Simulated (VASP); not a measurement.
PtSe: single point with B3LYP

Crystal: PtSe.

```
CELL_PARAMETERS angstrom
3.80453 0.00000 0.00000
-1.90226 3.29482 0.00000
0.00000 0.00000 3.16636
ATOMIC_POSITIONS crystal
Pt 0.00000 0.00000 0.00000
Se 0.66667 0.33333 0.50000
```

- Program: VASP 6.6.1
- Task: single point
- Functional: B3LYP
- Potentials or basis: VASP PAW PBE potentials, release 64 (Pt, Se)
- Cutoff: 400 eV
- k mesh: 4 × 4 × 4
- Occupations: fermi-dirac, width 0.05 eV
- Spin: no spin polarisation
- Dipole correction: no
- Grid for exact exchange (PRECFOCK): Normal
- Further INCAR settings: ALGO = Normal; EDIFF = 1e-06; NBANDS = 15
- Share of exact exchange: 0.2

| Property | Result |
| --- | --- |
| Pressure | 0.1 GPa |
| Band gap on the k mesh | zero (bands 8 and 9 overlap by 1.18 eV) |

Stress tensor (GPa, compression positive):
```
0.06 0.00 0.00
0.00 0.06 0.00
0.00 0.00 0.26
```

Levels at points of the mesh, in eV from the Fermi level:
```csv
k point,band 4,band 5,band 6,band 7,band 8,band 9,band 10,band 11,band 12,band 13
"(0.00, 0.00, 0.00)",-5.19,-2.78,-2.78,-1.05,0.80,0.80,0.88,7.79,7.79,8.76
"(0.50, 0.00, 0.00)",-4.52,-4.38,-2.93,-2.89,-2.25,2.32,3.86,8.33,10.39,11.96
"(0.00, 0.00, 0.50)",-5.25,-3.84,-3.84,-1.56,0.66,0.66,5.35,6.55,11.21,11.21
"(0.50, 0.00, 0.50)",-6.05,-2.89,-2.59,-2.34,-1.45,1.56,2.34,6.57,7.03,9.89
```

Run time: 3.2 min on 1 thread of Intel(R) Xeon(R) 6975P-C (Granite Rapids) (shared host), peak memory 0.16 GiB.

Caveat: the k points lie up to 0.50 Å⁻¹ apart, too coarse for converged energies and pressures of a metal; the PAW data sets were made with another functional, which shifts forces and pressure a little; spin-orbit coupling is left out, which moves the levels of the heavy elements.
